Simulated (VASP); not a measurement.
# In (R-3m) in VASP: a series of runs, part 2 of 2

VASP 6.6.1. The steps go on from the part before.

## 3. Single point, PBE+D3(BJ)

This run uses another cell than the first one, of 31.44 Å³/atom.

The input, INCAR:

```
PREC     = Accurate       # precision mode
ENCUT    = 500            # plane-wave cutoff, eV
EDIFF    = 1E-6           # SCF threshold, eV
ISMEAR   = 0              # smearing method
SIGMA    = 0.1            # smearing width, eV
LREAL    = False          # projectors in reciprocal space
LASPH    = True           # aspherical terms in the spheres
NELM     = 120            # most SCF steps
ALGO     = Normal         # electronic algorithm
ISIF     = 2              # what is computed and relaxed
LWAVE    = False          # write WAVECAR
LCHARG   = False          # write CHGCAR
GGA      = PE             # functional
IVDW     = 12             # dispersion correction
NELECT   = 39.5         
NBANDS   = 26             # bands
GGA_COMPAT= False
```

The input, KPOINTS:

```
regular mesh
0
Gamma
  6 6 6
```

The input, POSCAR:

```
In
1.0
    1.7693116336      1.0215125480      8.6974365123
   -1.7693116336      1.0215125480      8.6974365123
    0.0000000000     -2.0430250959      8.6974365123
In
3
Direct
    0.0000000000      0.0000000000      0.0000000000
    0.7780122400      0.7780122400      0.7780122400
    0.2219877600      0.2219877600      0.2219877600
```

Potentials or basis: VASP PAW PBE potentials, release 64 (In_d).

Command:

```sh
> cat potpaw_PBE.64/In_d/POTCAR > POTCAR
> mpirun -np 1 vasp_std > vasp.out
```

OUTCAR:

```text
PREC = Accurate
   ENCUT = 500
   EDIFF = 1E-6
   ISMEAR = 0
   LREAL = False
   LASPH = True
   NELM = 120
   ISIF = 2
   GGA = PE
   IVDW = 12
   NELECT = 39.5
 IVDW          = 12

 ion  position               nearest neighbor table
   1  0.000  0.000  0.000-   2 3.55   2 3.55   3 3.55   3 3.55   2 3.55   3 3.55
   2  0.778  0.778  0.778-   3 3.54   3 3.54   3 3.54   1 3.55   1 3.55   1 3.55
   3  0.222  0.222  0.222-   2 3.54   2 3.54   2 3.54   1 3.55   1 3.55   1 3.55

  LATTYP: Found a trigonal (rhomboedric) cell.
 ALAT       =     8.9341677524
 COS(alpha) =     0.9215612875

  Lattice vectors:

 A1 = (   1.7693116336,   1.0215125480,   8.6974365123)
 A2 = (  -1.7693116336,   1.0215125480,   8.6974365123)
 A3 = (   0.0000000000,  -2.0430250959,   8.6974365123)

Analysis of symmetry for initial positions (statically):
=====================================================================
 Subroutine PRICEL returns:
 Original cell was already a primitive cell.

 Routine SETGRP: Setting up the symmetry group for a
 trigonal (rhombohedral) supercell.

 Subroutine GETGRP returns: Found 12 space group operations
 (whereof 12 operations were pure point group operations)
 out of a pool of 12 trial point group operations.

The static configuration has the point symmetry D_3d.

Analysis of symmetry for dynamics (positions and initial velocities):
=====================================================================
 Subroutine PRICEL returns:
 Original cell was already a primitive cell.

 Routine SETGRP: Setting up the symmetry group for a
 trigonal (rhombohedral) supercell.

 Subroutine GETGRP returns: Found 12 space group operations
 (whereof 12 operations were pure point group operations)
 out of a pool of 12 trial point group operations.

The dynamic configuration has the point symmetry D_3d.

 Subroutine INISYM returns: Found 12 space group operations
 (whereof 12 operations are pure point group operations),
 and found     1 'primitive' translations

----------------------------------------------------------------------------------------

                                     Primitive cell

  volume of cell :      94.3171

  direct lattice vectors                    reciprocal lattice vectors
     1.769311634  1.021512548  8.697436512     0.282595779  0.163156749  0.038325469
    -1.769311634  1.021512548  8.697436512    -0.282595779  0.163156749  0.038325469
     0.000000000 -2.043025096  8.697436512     0.000000000 -0.326313499  0.038325469

  length of vectors
     8.934167752  8.934167752  8.934167752     0.328556450  0.328556450  0.328556450

  position of ions in fractional coordinates (direct lattice)
     0.000000000  0.000000000  0.000000000
     0.778012240  0.778012240  0.778012240
     0.221987760  0.221987760  0.221987760

  ion indices of the primitive-cell ions
   primitive index   ion index
                 1           1
                 2           2
                 3           3

----------------------------------------------------------------------------------------

 KPOINTS: regular mesh

Automatic generation of k-mesh.
 Grid dimensions read from file:
 generate k-points for:    6    6    6

 Generating k-lattice:

  Cartesian coordinates                     Fractional coordinates (reciprocal lattice)
     0.047099297  0.027192792  0.006387578     0.166666667 -0.000000000 -0.000000000
    -0.047099297  0.027192792  0.006387578    -0.000000000  0.166666667 -0.000000000
     0.000000000 -0.054385583  0.006387578    -0.000000000 -0.000000000  0.166666667

  Length of vectors
     0.054759408  0.054759408  0.054759408

  Shift w.r.t. Gamma in fractional coordinates (k-lattice)
     0.000000000  0.000000000  0.000000000

 Subroutine IBZKPT returns following result:
 ===========================================

 Found     32 irreducible k-points:

 Following reciprocal coordinates:
            Coordinates               Weight
  0.000000  0.000000  0.000000      1.000000
  0.166667 -0.000000  0.000000      6.000000
  0.333333  0.000000  0.000000      6.000000
  0.500000  0.000000  0.000000      3.000000
  0.166667  0.166667  0.000000      6.000000
  0.333333  0.166667  0.000000     12.000000
[... 16 lines left out ...]
  0.500000  0.500000  0.166667      6.000000
 -0.333333  0.500000  0.166667     12.000000
 [... further k-points ...]
   k-points           NKPTS =     32   k-points in BZ     NKDIM =     32   number of bands    NBANDS=     26
   number of dos      NEDOS =    301   number of ions     NIONS =      3
   total plane-waves  NPLWV = 343000
   dimension x,y,z NGX =    70 NGY =   70 NGZ =   70
   dimension x,y,z NGXF=   140 NGYF=  140 NGZF=  140
   ions per type =               3
   NGX,Y,Z   is equivalent  to a cutoff of  13.03, 13.03, 13.03 a.u.
   NGXF,Y,Z  is equivalent  to a cutoff of  26.05, 26.05, 26.05 a.u.
 SYSTEM =  unknown system
   PREC   = accura    normal or accurate (medium, high low for compatibility)
   ISTART =      0    job   : 0-new  1-cont  2-samecut
   ICHARG =      2    charge: 1-file 2-atom 10-const
   ISPIN  =      1    spin polarized calculation?
   LNONCOLLINEAR =      F non collinear calculations
   LSORBIT =      F    spin-orbit coupling
   LASPH  =      T    aspherical Exc in radial PAW
   ENCUT  =  500.0 eV  36.75 Ry    6.06 a.u.  16.29 16.29 16.29*2*pi/ulx,y,z
   NELM   =    120;   NELMIN=  2; NELMDL= -5     # of ELM steps
   EDIFF  = 0.1E-05   stopping-criterion for ELM
   LREAL  =      F    real-space projection
   EDIFFG = 0.1E-04   stopping-criterion for IOM
   NSW    =      0    number of steps for IOM
   IBRION =     -1    ionic relax: 0-MD 1-quasi-New 2-CG
   NFREE  =      0    steps in history (QN), initial steepest desc. (CG)
   ISIF   =      2    stress and relaxation
   ISYM   =      2    0-nonsym 1-usesym 2-fastsym
   POTIM  = 0.5000    time-step for ionic-motion
   TEBEG  =    0.0;   TEEND  =   0.0 temperature during run
   PSTRESS=    0.0 pullay stress
   NELECT =      39.5000    total number of electrons
   NUPDOWN=      -1.0000    fix difference up-down
   EMIN   =  10.00;   EMAX   =-10.00  energy-range for DOS
   EFERMI =   0.00;   METHOD = LEGACY
   ISMEAR =     0;   SIGMA  =   0.10  broadening in eV -4-tet -1-fermi 0-gaus
   EFERMI_NEDOS =   21; number of points for ismear=-14 and -15
   IALGO  =     38    algorithm
   IMIX   =      4    mixing-type and parameters
     AMIX     =   0.40;   BMIX     =  1.00
     AMIX_MAG =   1.60;   BMIX_MAG =  1.00
  volume/ion in A,a.u.               =      31.44       212.16
  Fermi-wavevector in a.u.,A,eV,Ry     =   1.224833  2.314599 20.411689  1.500217
  Thomas-Fermi vector in A             =   2.359893
   LORBIT       =      0    0 simple, 1 ext, 2 COOP (PROOUT), +10 PAW based schemes
   GGA     = PE    functional components
   LHFCALC =     F    Hartree Fock is set to
   AEXX    =    0.0000 exact exchange contribution
   IVDW    =    12    specifies the selected vdW correction
   LEPSILON=     F    determine dielectric tensor
   LRPA    =     F    only Hartree local field effects (RPA)
 non-spin polarized calculation
 Gauss-broadening in eV      SIGMA  =   0.10
  energy-cutoff  :      500.00
  volume of cell :       94.32
 maximum number of plane-waves:      2413
 NGX is ok and might be reduce to    70
   NGX = 33   NGY = 33   NGZ = 33

 number of electron      39.5000005 magnetization

 Free energy of the ion-electron system (eV)
  ---------------------------------------------------
  ext. energy  EPLUGINS =         0.00000000
  ---------------------------------------------------
  free energy    TOTEN  =        -4.74045612 eV

  energy without entropy =       -4.73227353  energy(sigma->0) =       -4.73636483

 E-fermi :   5.8376     XC(G=0):  -9.5341

 val. band max:        5.8269507448   @ k =   0.3333   0.1667   0.0000
 cond. band min:       5.9097647556   @ k =   0.1667  -0.0000   0.0000
 fundamental gap:      0.0828140108
 Fermi energy:         5.8376147942

 k-point     1 :       0.0000    0.0000    0.0000
  band No.  band energies     occupation
      1      -8.9294      2.00000
      2      -8.9278      2.00000
      3      -8.9155      2.00000
      4      -8.9034      2.00000
      5      -8.9034      2.00000
      6      -8.8912      2.00000
[... 18 lines left out ...]
     25      14.3635      0.00000
     26      14.3857      0.00000
[... 644 lines left out ...]
      4      -8.9124      2.00000
      5      -8.8898      2.00000
      6      -8.8741      2.00000
[... 18 lines left out ...]
     25       9.0293      0.00000
     26      10.4934      0.00000

 [... further k-points ...]

------------------------ aborting loop because EDIFF is reached ----------------------------------------

 Edisp (eV)   -0.84138

 E8    (eV) :    -0.4201

  FORCE on cell =-STRESS in cart. coord.  units (eV):
  Direction    XX          YY          ZZ          XY          YZ          ZX
  --------------------------------------------------------------------------------------
  -------------------------------------------------------------------------------------
  Total       1.73054     1.73054     2.12750     0.00000     0.00000     0.00000
  in kB      29.39693    29.39693    36.14019     0.00000     0.00000     0.00000
  external pressure =       31.64 kB  Pullay stress =        0.00 kB

 VOLUME and BASIS-vectors are now :
 -----------------------------------------------------------------------------
  energy-cutoff  :      500.00
  volume of cell :       94.32
      direct lattice vectors                 reciprocal lattice vectors
     1.769311634  1.021512548  8.697436512     0.282595779  0.163156749  0.038325469
    -1.769311634  1.021512548  8.697436512    -0.282595779  0.163156749  0.038325469
     0.000000000 -2.043025096  8.697436512     0.000000000 -0.326313499  0.038325469

 POSITION                                       TOTAL-FORCE (eV/Angst)
 -----------------------------------------------------------------------------------
      0.00000      0.00000      0.00000         0.000000      0.000000     -0.000000
      0.00000      0.00000     20.30014         0.000000     -0.000000     -0.007529
      0.00000      0.00000      5.79217         0.000000      0.000000      0.007529
 -----------------------------------------------------------------------------------
    total drift:                               -0.000000      0.000000     -0.000000

  FREE ENERGIE OF THE ION-ELECTRON SYSTEM (eV)
  ---------------------------------------------------
  free  energy   TOTEN  =        -5.5818380792 eV

  energy  without entropy=       -5.5736554892  energy(sigma->0) =       -5.57774678
```

It took 5 min on 1 thread of AMD EPYC 9R45 (Zen 5), shared host; peak memory 0.56 GiB.

What came out:

* Free energy: -5.5818 eV
* Largest force: 0.008 eV/Å
* Dispersion energy per atom: -0.280 eV

Forces in eV/Å, atoms in the order of the input:
```
In   0.000  0.000  0.000
In   0.000  0.000 -0.008
In   0.000  0.000  0.008
```

Levels at points of the mesh, in eV from the Fermi level:
```tsv
k point	band 17	band 18	band 19	band 20	band 21	band 22	band 23	band 24
(0.00, 0.00, 0.00)	-6.61	-6.59	0.09	0.10	7.22	7.22	7.30	7.30
(0.50, 0.00, 0.00)	-4.09	-3.41	-2.51	-1.32	-1.21	2.56	3.21	3.92
(0.50, 0.50, 0.00)	-4.32	-3.60	-2.72	-0.89	-0.60	1.46	2.71	3.35
(0.50, 0.50, 0.50)	-8.17	-4.56	-2.99	4.70	4.74	6.88	6.88	8.04
```

Caveat: the cell carries a net charge on a neutralising background, which shifts energy and pressure; the cell is charged against a uniform background, so pressure and absolute levels hang on convention; three body term missing; spin-orbit coupling is left out, which moves the levels of the heavy elements.
